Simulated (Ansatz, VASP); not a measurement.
# Two plane-wave programs on MgO

```
CELL_PARAMETERS angstrom
3.52124 0.00000 0.00000
-1.76062 3.01929 0.00000
0.00000 0.00000 4.17804
ATOMIC_POSITIONS crystal
Mg 0.66667 0.33333 0.75000
Mg 0.33333 0.66667 0.25000
O 0.66667 0.33333 0.25000
O 0.33333 0.66667 0.75000
```

Change from the starting cell: strain +0.0100 x Voigt [1, 0, 0, 0, 0, 0], atoms carried along.

Alike in both runs: task single point; functional LDA; k mesh 6 × 6 × 6; occupations gaussian, width 0.05 eV; no spin polarisation.

```csv
,VASP,Ansatz
version,VASP 6.6.1,Ansatz 0.2.0
potentials or method,"VASP PAW LDA potentials, release 64 (Mg_sv, O), cutoff 840 eV","scalar-relativistic, plane waves, PAW"
valence electrons in the cell,32,32
```

```csv
,VASP,Ansatz,Ansatz less VASP
gap on the k mesh at the Fermi level (eV),3.30,3.29,-0.004
least direct gap on the mesh (eV),3.30,3.29,-0.004
pressure (GPa),-4.7,-5.2,-0.46
"traceless stress, the component that is largest in VASP (GPa)",-1.00,-0.96,+0.031
rms of the force components (eV/Å),0.043,0.042,-0.0014
```

LDA's correlation is that of Perdew and Zunger in VASP and of Perdew and Wang (1992) in Ansatz. Atom by atom the forces differ by 0.001 eV/Å (rms over components).
